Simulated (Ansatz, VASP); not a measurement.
## Cd in VASP and in Ansatz

File INCAR:

```
PREC = Accurate
ENCUT = 520
EDIFF = 1E-6
ISMEAR = -1
SIGMA = 0.1
LREAL = False
LASPH = True
NELM = 80
ALGO = Normal
ISIF = 2
LWAVE = False
LCHARG = True
GGA = RE
LELF = True
LVHAR = True
NBANDS = 19
```

KPOINTS

```
Automatic mesh
0
Gamma
  9 9 9
```

The input POSCAR:

```
Cd
1.0
    0.0000000000      3.3409837393      3.3409837393
    3.3409837393      0.0000000000      3.3409837393
    3.3409837393      3.3409837393      0.0000000000
Cd
2
Direct
    0.1250000000      0.1250000000      0.1250000000
    0.8750000000      0.8750000000      0.8750000000
```

Input for Ansatz:

```yaml
crystal:
  lattice:
    - [0.0, 3.3409837393, 3.3409837393]
    - [3.3409837393, 0.0, 3.3409837393]
    - [3.3409837393, 3.3409837393, 0.0]
  atoms:
    - { symbol: Cd, position: [0.125, 0.125, 0.125] }
    - { symbol: Cd, position: [0.875, 0.875, 0.875] }
hamiltonian:
  xc: revpbe
  pseudopotentials:
    kind: paw
    azcp:
      Cd: "pseudopotentials/Cd.paw.azcp"
basis:
  ecutwfc: 420
  fft_grid_basis: typed
kpoints:
  mp_grid: { grid: [9, 9, 9], shift: [0, 0, 0] }
magnetization:
  spin_polarized: false
scf:
  occupations: { method: fermi_dirac, width: 0.1 }
  lower_state_search: "off"
output:
  stress: true
```

Alike in both runs: task single point; functional revPBE; k mesh 9 × 9 × 9; occupations fermi-dirac, width 0.1 eV; no spin polarisation.

```csv
,VASP,Ansatz
version,VASP 6.6.1,Ansatz 0.2.0
potentials or method,"VASP PAW PBE potentials, release 64 (Cd), cutoff 520 eV","plane waves (420 eV) with PAW, scalar-relativistic"
valence electrons in the cell,24,40
```

VASP gave:

| Item | Value |
| --- | --- |
| pressure (GPa) | 1.2 |

Q: Estimate Ansatz's values.

A: Pressure (GPa): 1.0.

VASP's potentials were made for PBE, not for revPBE. VASP's potentials hold 24 valence electrons a cell and Ansatz's 40, so a difference there can come from the potentials and not from the codes.
